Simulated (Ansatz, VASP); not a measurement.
Two plane-wave programs on Ge

The input POSCAR:

```
Ge
1.0
    0.0000000000      2.8936109823      2.8936109823
    2.8936109823      0.0000000000      2.8936109823
    2.8936109823      2.8936109823      0.0000000000
Ge
2
Direct
    0.0000000000      0.0000000000      0.0000000000
    0.2500000000      0.2500000000      0.2500000000
```

Contents of INCAR.step1:

```
SYSTEM = Ge
ALGO = Normal
EDIFF = 1E-4
ENCUT = 520
GGA = PE
GGA_COMPAT = .FALSE.
ISMEAR = -1
LASPH = .TRUE.
LCHARG = .FALSE.
LREAL = .FALSE.
LSORBIT = .TRUE.
LWAVE = .TRUE.
MAGMOM = 0 0 0 0 0 0
NBANDS = 40
NELM = 150
PREC = Accurate
SIGMA = 0.02
```

File INCAR.step2:

```
SYSTEM = Ge
ALGO = Normal
EDIFF = 1E-6
ENCUT = 520
GGA_COMPAT = .FALSE.
ISIF = 2
ISMEAR = -1
ISTART = 1
LASPH = .TRUE.
LCHARG = .TRUE.
LMIXTAU = .TRUE.
LORBIT = 11
LORBMOM = .TRUE.
LREAL = .FALSE.
LSORBIT = .TRUE.
LVHAR = .TRUE.
LWAVE = .FALSE.
MAGMOM = 0 0 0 0 0 0
METAGGA = R2SCAN
NBANDS = 40
NELM = 150
PREC = Accurate
SIGMA = 0.02
```

The input KPOINTS:

```
k-points
0
G
  8 8 8
  0 0 0
```

Input for Ansatz:

```yaml
crystal:
  lattice:
    - [0.0, 2.8936109823, 2.8936109823]
    - [2.8936109823, 0.0, 2.8936109823]
    - [2.8936109823, 2.8936109823, 0.0]
  atoms:
    - { symbol: Ge, position: [0.0, 0.0, 0.0] }
    - { symbol: Ge, position: [0.25, 0.25, 0.25] }
kpoints:
  mp_grid: { grid: [8, 8, 8] }
  band_path:
    path:
      - [0.0, 0.0, 0.0]
      - [0.5, 0.0, 0.5]
      - [0.625, 0.25, 0.625]
      - [0.375, 0.375, 0.75]
      - [0.5, 0.5, 0.5]
      - [0.5, 0.25, 0.75]
      - [0.0, 0.0, 0.5]
    npoints: 1
hamiltonian:
  xc: r2scan
scf:
  occupations: { method: fermi_dirac, width: 0.02 }
  n_extra_bands: 8
magnetization:
  noncollinear: true
  spin_orbit: true
output:
  forces: true
  stress: true
  eigenvalues: true
```

Change from the starting cell: hydrostatic strain +2.0%.

Alike in both runs: task single point; functional r2SCAN; k mesh 8 × 8 × 8; occupations fermi-dirac, width 0.02 eV; non-collinear spin, spin-orbit coupling.

|  | VASP | Ansatz |
| --- | --- | --- |
| version | VASP 6.6.1 | Ansatz 0.2.0 |
| potentials or method | VASP PAW PBE potentials, release 64 (Ge_d) | plane waves, PAW |
| plane-wave cutoff (eV) | 520 | 500 |
| valence electrons in the cell | 28 | 28 |

```csv
,VASP,Ansatz,Ansatz less VASP
pressure (GPa),-3.6,-3.6,-0.04
```

VASP's potentials were made for PBE, not for r2SCAN. The functional is the same, so the differences come from potentials, cutoffs and numerics.
